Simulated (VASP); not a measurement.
Crystal: TaSi2.

```xyz
9
Lattice="4.7839 0.0000 0.0000 -2.3920 4.1430 0.0000 0.0000 0.0000 6.5700" Properties=species:S:1:pos:R:3 pbc="T T T"
Ta   -1.1960    2.0715    2.1900
Ta    1.1960    2.0715    4.3800
Ta    2.3920    0.0000    0.0000
Si    1.1407    0.6586    2.1900
Si   -1.2512    3.4844    4.3800
Si    2.3920    2.8258    0.0000
Si    1.2512    3.4844    2.1900
Si    3.6432    0.6586    4.3800
Si    0.0000    1.3172    0.0000
```

- Program: VASP 6.6.1
- Task: relaxation of cell and atoms
- Functional: revPBE
- Dispersion: D3(BJ)
- Potentials or basis: VASP PAW PBE potentials, release 64 (Ta_pv, Si)
- Cutoff: 600 eV
- k mesh: 7 × 7 × 4
- Occupations: fermi-dirac, width 0.05 eV
- Spin: no spin polarisation

At the start: pressure -7.4 GPa; volume 14.47 Å³/atom.

Question: How do energy, volume and symmetry change on relaxing?

Answer: Over 10 steps the energy falls by 14.0 meV/atom and the volume is 13.90 Å³/atom (-3.9 %); space group P6_422 (No. 181, to 0.1 Å) before and after.

The path:
```
step  energy change (eV)  largest force (eV/Å)  pressure (GPa)  volume (Å³)
   1              0.0000                0.0285           -7.45       130.21
   2              0.1748                0.0395           14.07       117.95
   3             -0.1225                0.0299           -0.03       125.24
   4             -0.1226                0.0297            0.11       125.14
   5             -0.1253                0.0354            0.05       125.06
   6             -0.1260                0.0337            0.06       125.09
   7             -0.1261                0.0113           -0.07       125.17
   8             -0.1261                0.0049           -0.10       125.19
   9             -0.1262                0.0063            0.08       125.08
  10             -0.1262                0.0017            0.01       125.13
```

Final structure:
```
Ta Si
1.0
     4.70837    0.00000    0.00000
    -2.35419    4.07757    0.00000
     0.00000    0.00000    6.51747
Ta Si
3 6
Direct
  0.00000 0.50000 0.33333
  0.50000 0.50000 0.66667
  0.50000 0.00000 0.00000
  0.31882 0.15941 0.33333
  0.15941 0.84059 0.66667
  0.84059 0.68118 0.00000
  0.68118 0.84059 0.33333
  0.84059 0.15941 0.66667
  0.15941 0.31882 0.00000
```

Caveat: the dispersion term is far too large for a dense solid, which distorts pressure and volume; the PAW data sets were made with another functional, which shifts forces and pressure a little; an odd number of electrons without spin polarisation forces a metal; a magnetic or distorted state may lie lower.
